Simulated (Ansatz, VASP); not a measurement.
Two plane-wave programs on Al2Cu

```
Al Cu
1.0
     4.36205    0.00000    0.00000
    -2.18102    3.77764    0.00000
     0.00000    0.00000    2.67120
Al Cu
2 1
Direct
  0.66667 0.33333 0.66667
  0.33333 0.66667 0.33333
  0.00000 0.00000 0.00000
```

Alike in both runs: task relaxation of cell and atoms; functional PBE; k mesh 6 × 6 × 6; occupations gaussian, width 0.1 eV; no spin polarisation.

```csv
,VASP,Ansatz
version,VASP 6.6.1,Ansatz 0.2.0
potentials or method,"VASP PAW PBE potentials, release 64 (Al, Cu), cutoff 600 eV","scalar-relativistic, plane waves, PAW"
valence electrons in the cell,17,25
```

Ansatz gave:

```
gap on the k mesh at the Fermi level, each at its own relaxed structure (eV) : none
relaxed volume (Å³/atom)                                                     : 15.22
relaxed cell length with the largest relative difference (Å)                 : 4.234
```

Task: What did VASP give for the same quantities?

Result: gap on the k mesh at the Fermi level, each at its own relaxed structure (eV): none; relaxed volume (Å³/atom): 15.27; relaxed cell length with the largest relative difference (Å): 4.241.

A gap of «none» marks a metal or a gap that the smearing closes. VASP's potentials hold 17 valence electrons a cell and Ansatz's 25, so a difference there can come from the potentials and not from the codes.

The k mesh is coarse, so the values compare programs but aren't converged.
